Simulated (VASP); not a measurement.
# HfZr3Se8 in VASP: notebook

Runs on HfZr3Se8. Level: PBE. Tasks: single point.

All numbers are computed with VASP 6.6.1; they aren't measurements. Logs are shortened: lines on timing, memory, paths and dates and some standing lists are left out, and cuts for length are marked.

### Step 1. The cell of the first run

It takes space group P-3m1 (No. 164, trigonal). The conventional cell has a = 3.792 Å, b = 3.792 Å, c = 27.706 Å, α = 90.00°, β = 90.00°, γ = 120.00°. Within 3.6 Å of Zr (site symmetry -3m) lie 6 Se at 2.70 Å. Zr (site symmetry 3m) has 6 Se at 2.70 Å within 3.6 Å. Hf (site symmetry -3m) has 6 Se at 2.69 Å within 3.6 Å. Se (site symmetry 3m) has 3 Zr at 2.70 Å within 3.6 Å. Within 3.6 Å of Se (site symmetry 3m) lie 3 Hf at 2.69 Å. Within 3.6 Å of Se (site symmetry 3m) lie 3 Zr at 2.70 Å. Se (site symmetry 3m) has 3 Zr at 2.70 Å within 3.6 Å.

### Step 2. Single point, PBE

File INCAR:

```
PREC = Accurate
ENCUT = 500
EDIFF = 1E-6
ISMEAR = 0
SIGMA = 0.1
LREAL = F
LASPH = T
NELM = 120
ALGO = Normal
ISIF = 2
LWAVE = F
LCHARG = F
GGA = PE
NBANDS = 59
GGA_COMPAT = F
```

File KPOINTS:

```
Automatic mesh
0
Gamma
  6 6 1
```

File POSCAR:

```
HfZr3Se8
1.0
    3.7918740000      0.0000000000      0.0000000000
   -1.8959370000      3.2838592000      0.0000000000
    0.0000000000      0.0000000000     27.7062703000
Zr Hf Se
3 1 8
Direct
    0.0000000000      0.0000000000      0.0000000000
    0.0000000000      0.0000000000      0.2487830000
    0.0000000000      0.0000000000      0.7512170000
    0.0000000000      0.0000000000      0.5000000000
    0.6666667000      0.3333333000      0.1915390000
    0.6666667000      0.3333333000      0.4434240000
    0.6666667000      0.3333333000      0.6939750000
    0.6666667000      0.3333333000      0.9427550000
    0.3333333000      0.6666667000      0.0572450000
    0.3333333000      0.6666667000      0.3060250000
    0.3333333000      0.6666667000      0.5565760000
    0.3333333000      0.6666667000      0.8084610000
```

Potentials or basis: VASP PAW PBE potentials, release 64 (Zr_sv, Hf_pv, Se).

Command:

```sh
$ cat potpaw_PBE.64/Zr_sv/POTCAR potpaw_PBE.64/Hf_pv/POTCAR potpaw_PBE.64/Se/POTCAR > POTCAR
$ mpirun -np 1 vasp_std > vasp.out
```

OUTCAR:

```text
PREC = Accurate
   ENCUT = 500
   EDIFF = 1E-6
   ISMEAR = 0
   LREAL = F
   LASPH = T
   NELM = 120
   ISIF = 2
   GGA = PE

 ion  position               nearest neighbor table
   1  0.000  0.000  0.000-   8 2.70   9 2.70   9 2.70   8 2.70   8 2.70   9 2.70
   2  0.000  0.000  0.249-  10 2.70  10 2.70  10 2.70   5 2.70   5 2.70   5 2.70
   3  0.000  0.000  0.751-   7 2.70   7 2.70   7 2.70  12 2.70  12 2.70  12 2.70
   4  0.000  0.000  0.500-   6 2.69  11 2.69  11 2.69   6 2.69   6 2.69  11 2.69
   5  0.667  0.333  0.192-   2 2.70   2 2.70   2 2.70
   6  0.667  0.333  0.443-   4 2.69   4 2.69   4 2.69
   7  0.667  0.333  0.694-   3 2.70   3 2.70   3 2.70
   8  0.667  0.333  0.943-   1 2.70   1 2.70   1 2.70
   9  0.333  0.667  0.057-   1 2.70   1 2.70   1 2.70
  10  0.333  0.667  0.306-   2 2.70   2 2.70   2 2.70
  11  0.333  0.667  0.557-   4 2.69   4 2.69   4 2.69
  12  0.333  0.667  0.808-   3 2.70   3 2.70   3 2.70

  LATTYP: Found a hexagonal cell.
 ALAT       =     3.7918740000
 C/A-ratio  =     7.3067486683

  Lattice vectors:

 A1 = (   3.7918740000,   0.0000000000,   0.0000000000)
 A2 = (  -1.8959370000,   3.2838592000,   0.0000000000)
 A3 = (   0.0000000000,   0.0000000000,  27.7062703000)

Analysis of symmetry for initial positions (statically):
=====================================================================
 Subroutine PRICEL returns:
 Original cell was already a primitive cell.

 Routine SETGRP: Setting up the symmetry group for a
 hexagonal supercell.

 Subroutine GETGRP returns: Found 12 space group operations
 (whereof 12 operations were pure point group operations)
 out of a pool of 24 trial point group operations.

The static configuration has the point symmetry D_3d.

Analysis of symmetry for dynamics (positions and initial velocities):
=====================================================================
 Subroutine PRICEL returns:
 Original cell was already a primitive cell.

 Routine SETGRP: Setting up the symmetry group for a
 hexagonal supercell.

 Subroutine GETGRP returns: Found 12 space group operations
 (whereof 12 operations were pure point group operations)
 out of a pool of 24 trial point group operations.

The dynamic configuration has the point symmetry D_3d.

 Subroutine INISYM returns: Found 12 space group operations
 (whereof 12 operations are pure point group operations),
 and found     1 'primitive' translations

----------------------------------------------------------------------------------------

                                     Primitive cell

  volume of cell :     344.9979

  direct lattice vectors                    reciprocal lattice vectors
     3.791874000  0.000000000  0.000000000     0.263721843  0.152259878  0.000000000
    -1.895937000  3.283859200  0.000000000     0.000000000  0.304519755  0.000000000
     0.000000000  0.000000000 27.706270300     0.000000000  0.000000000  0.036092913

  length of vectors
     3.791874000  3.791873990 27.706270300     0.304519754  0.304519755  0.036092913

  position of ions in fractional coordinates (direct lattice)
     0.000000000  0.000000000  0.000000000
     0.000000000  0.000000000  0.248783000
     0.000000000  0.000000000  0.751217000
     0.000000000  0.000000000  0.500000000
     0.666666700  0.333333300  0.191539000
     0.666666700  0.333333300  0.443424000
     0.666666700  0.333333300  0.693975000
     0.666666700  0.333333300  0.942755000
     0.333333300  0.666666700  0.057245000
     0.333333300  0.666666700  0.306025000
     0.333333300  0.666666700  0.556576000
     0.333333300  0.666666700  0.808461000

  ion indices of the primitive-cell ions
   primitive index   ion index
                 1           1
                 2           2
                 3           3
                 4           4
                 5           5
                 6           6
                 7           7
                 8           8
                 9           9
                10          10
                11          11
                12          12

----------------------------------------------------------------------------------------

 KPOINTS: Automatic mesh

Automatic generation of k-mesh.
 Grid dimensions read from file:
 generate k-points for:    6    6    1

 Generating k-lattice:

  Cartesian coordinates                     Fractional coordinates (reciprocal lattice)
     0.043953641  0.025376646  0.000000000     0.166666667  0.000000000  0.000000000
     0.000000000  0.050753293  0.000000000     0.000000000  0.166666667  0.000000000
     0.000000000  0.000000000  0.036092913     0.000000000  0.000000000  1.000000000

  Length of vectors
     0.050753292  0.050753293  0.036092913

  Shift w.r.t. Gamma in fractional coordinates (k-lattice)
     0.000000000  0.000000000  0.000000000

 Subroutine IBZKPT returns following result:
 ===========================================

 Found      7 irreducible k-points:

 Following reciprocal coordinates:
            Coordinates               Weight
  0.000000  0.000000  0.000000      1.000000
  0.166667  0.000000  0.000000      6.000000
  0.333333  0.000000  0.000000      6.000000
  0.500000 -0.000000  0.000000      3.000000
  0.166667  0.166667  0.000000      6.000000
  0.333333  0.166667  0.000000     12.000000
  0.333333  0.333333  0.000000      2.000000
   k-points           NKPTS =      7   k-points in BZ     NKDIM =      7   number of bands    NBANDS=     59
   number of dos      NEDOS =    301   number of ions     NIONS =     12
   total plane-waves  NPLWV = 164640
   dimension x,y,z NGX =    28 NGY =   28 NGZ =  210
   dimension x,y,z NGXF=    56 NGYF=   56 NGZF=  420
   ions per type =               3   1   8
   NGX,Y,Z   is equivalent  to a cutoff of  12.28, 12.28, 12.60 a.u.
   NGXF,Y,Z  is equivalent  to a cutoff of  24.55, 24.55, 25.20 a.u.
 SYSTEM =  unknown system
   PREC   = accura    normal or accurate (medium, high low for compatibility)
   ISTART =      0    job   : 0-new  1-cont  2-samecut
   ICHARG =      2    charge: 1-file 2-atom 10-const
   ISPIN  =      1    spin polarized calculation?
   LNONCOLLINEAR =      F non collinear calculations
   LSORBIT =      F    spin-orbit coupling
   LASPH  =      T    aspherical Exc in radial PAW
   ENCUT  =  500.0 eV  36.75 Ry    6.06 a.u.   6.91  6.91 50.51*2*pi/ulx,y,z
   NELM   =    120;   NELMIN=  2; NELMDL= -5     # of ELM steps
   EDIFF  = 0.1E-05   stopping-criterion for ELM
   LREAL  =      F    real-space projection
   EDIFFG = 0.1E-04   stopping-criterion for IOM
   NSW    =      0    number of steps for IOM
   IBRION =     -1    ionic relax: 0-MD 1-quasi-New 2-CG
   NFREE  =      0    steps in history (QN), initial steepest desc. (CG)
   ISIF   =      2    stress and relaxation
   ISYM   =      2    0-nonsym 1-usesym 2-fastsym
   POTIM  = 0.5000    time-step for ionic-motion
   TEBEG  =    0.0;   TEEND  =   0.0 temperature during run
   PSTRESS=    0.0 pullay stress
   NELECT =      94.0000    total number of electrons
   NUPDOWN=      -1.0000    fix difference up-down
   EMIN   =  10.00;   EMAX   =-10.00  energy-range for DOS
   EFERMI =   0.00;   METHOD = LEGACY
   ISMEAR =     0;   SIGMA  =   0.10  broadening in eV -4-tet -1-fermi 0-gaus
   EFERMI_NEDOS =   21; number of points for ismear=-14 and -15
   IALGO  =     38    algorithm
   IMIX   =      4    mixing-type and parameters
     AMIX     =   0.40;   BMIX     =  1.00
     AMIX_MAG =   1.60;   BMIX_MAG =  1.00
  volume/ion in A,a.u.               =      28.75       194.01
  Fermi-wavevector in a.u.,A,eV,Ry     =   1.061317  2.005599 15.325529  1.126395
  Thomas-Fermi vector in A             =   2.196729
   LORBIT       =      0    0 simple, 1 ext, 2 COOP (PROOUT), +10 PAW based schemes
   GGA     = PE    functional components
   LHFCALC =     F    Hartree Fock is set to
   AEXX    =    0.0000 exact exchange contribution
   IVDW    =     0    specifies the selected vdW correction
   LEPSILON=     F    determine dielectric tensor
   LRPA    =     F    only Hartree local field effects (RPA)
 non-spin polarized calculation
 Gauss-broadening in eV      SIGMA  =   0.10
  energy-cutoff  :      500.00
  volume of cell :      345.00
 maximum number of plane-waves:      8781
 NGX is ok and might be reduce to    28
   NGX = 13   NGY = 13   NGZ =101

 number of electron      94.0000000 magnetization

 Free energy of the ion-electron system (eV)
  ---------------------------------------------------
  ext. energy  EPLUGINS =         0.00000000
  ---------------------------------------------------
  free energy    TOTEN  =       -79.71510455 eV

  energy without entropy =      -79.71489977  energy(sigma->0) =      -79.71500216

 E-fermi :   3.0982     XC(G=0):  -8.7954

 val. band max:        2.8985817357   @ k =   0.0000   0.0000   0.0000
 cond. band min:       3.2958749069   @ k =   0.5000  -0.0000   0.0000
 fundamental gap:      0.3972931711
 Fermi energy:         3.0981781813

 k-point     1 :       0.0000    0.0000    0.0000
  band No.  band energies     occupation
      1     -46.5980      2.00000
      2     -46.5980      2.00000
      3     -46.5971      2.00000
      4     -28.4607      2.00000
      5     -28.3927      2.00000
      6     -28.3927      2.00000
[... 51 lines left out ...]
     58       4.6988      0.00000
     59       4.8407      0.00000

 k-point     2 :       0.1667    0.0000    0.0000
  band No.  band energies     occupation
      1     -46.5950      2.00000
      2     -46.5950      2.00000
      3     -46.5941      2.00000
      4     -28.4548      2.00000
      5     -28.4216      2.00000
      6     -28.3993      2.00000
[... 299 lines left out ...]
     58       5.6728      0.00000
     59       6.0647      0.00000

 k-point     7 :       0.3333    0.3333    0.0000
  band No.  band energies     occupation
      1     -46.5846      2.00000
      2     -46.5846      2.00000
      3     -46.5837      2.00000
      4     -28.4720      2.00000
      5     -28.4720      2.00000
      6     -28.4339      2.00000
[... 51 lines left out ...]
     58       5.7202      0.00000
     59       5.7202      0.00000

------------------------ aborting loop because EDIFF is reached ----------------------------------------

  FORCE on cell =-STRESS in cart. coord.  units (eV):
  Direction    XX          YY          ZZ          XY          YZ          ZX
  --------------------------------------------------------------------------------------
  -------------------------------------------------------------------------------------
  Total        0.4052245      0.4052245     -0.1676071      0.0000000      0.0000000      0.0000000
  in kB        1.8818706      1.8818706     -0.7783709      0.0000000      0.0000000      0.0000000
  external PRESSURE =       0.9951234 kB  Pullay stress =       0.0000000 kB

 VOLUME and BASIS-vectors are now :
 -----------------------------------------------------------------------------
  energy-cutoff  :      500.00
  volume of cell :      345.00
      direct lattice vectors                 reciprocal lattice vectors
     3.791874000  0.000000000  0.000000000     0.263721843  0.152259878  0.000000000
    -1.895937000  3.283859200  0.000000000     0.000000000  0.304519755  0.000000000
     0.000000000  0.000000000 27.706270300     0.000000000  0.000000000  0.036092913

 POSITION                                       TOTAL-FORCE (eV/Angst)
 -----------------------------------------------------------------------------------
      0.00000      0.00000      0.00000         0.000000      0.000000     -0.000000
      0.00000      0.00000      6.89285         0.000000      0.000000     -0.000238
      0.00000      0.00000     20.81342         0.000000      0.000000      0.000238
      0.00000      0.00000     13.85314         0.000000      0.000000     -0.000000
      1.89594      1.09462      5.30683        -0.000000      0.000000     -0.002459
      1.89594      1.09462     12.28563        -0.000000      0.000000      0.056094
      1.89594      1.09462     19.22746        -0.000000      0.000000     -0.002362
      1.89594      1.09462     26.12022        -0.000000      0.000000     -0.002589
     -0.00000      2.18924      1.58605         0.000000      0.000000      0.002589
     -0.00000      2.18924      8.47881         0.000000     -0.000000      0.002362
     -0.00000      2.18924     15.42065        -0.000000     -0.000000     -0.056094
     -0.00000      2.18924     22.39944         0.000000     -0.000000      0.002459
 -----------------------------------------------------------------------------------
    total drift:                                0.000000      0.000000      0.000000

  FREE ENERGIE OF THE ION-ELECTRON SYSTEM (eV)
  ---------------------------------------------------
  free  energy   TOTEN  =       -79.7151045542 eV

  energy  without entropy=      -79.7148997729  energy(sigma->0) =      -79.71500216
```

Wall time 4.7 min (1 thread of Oxide Virtual Turin-like, shared host); peak memory 0.45 GiB.

What came out:

| Item | Value |
| --- | --- |
| Free energy | -79.7151 eV |
| Pressure | 0.1 GPa |
| Largest force | 0.056 eV/Å |
| Band gap on the k mesh | 0.40 eV (least direct gap 1.09 eV) |

Forces on the atoms (eV/Å):
```
Zr   0.000  0.000  0.000
Zr   0.000  0.000  0.000
Zr   0.000  0.000  0.000
Hf   0.000  0.000  0.000
Se   0.000  0.000 -0.002
Se   0.000  0.000  0.056
Se   0.000  0.000 -0.002
Se   0.000  0.000 -0.003
Se   0.000  0.000  0.003
Se   0.000  0.000  0.002
Se   0.000  0.000 -0.056
Se   0.000  0.000  0.002
```

Levels at points of the mesh, in eV from the valence-band top:
| k point | band 43 | band 44 | band 45 | band 46 | band 47 | band 48 | band 49 | band 50 | band 51 | band 52 |
| --- | --- | --- | --- | --- | --- | --- | --- | --- | --- | --- |
| (0.00, 0.00, 0.00) | -0.03 | -0.02 | -0.02 | 0.00 | 0.00 | 1.09 | 1.09 | 1.09 | 1.09 | 1.10 |
| (0.50, 0.00, 0.00) | -1.28 | -1.22 | -1.10 | -1.07 | -1.03 | 0.40 | 0.46 | 0.50 | 0.65 | 2.57 |

Caveat: semilocal functionals underestimate gaps, and a narrow one can read as zero; spin-orbit coupling is left out, which moves the levels of the heavy elements; this functional lacks dispersion, which binds layers or chains, so the pressure and a relaxed spacing across them are unreliable.

(Part 1 of 2 ends here.)
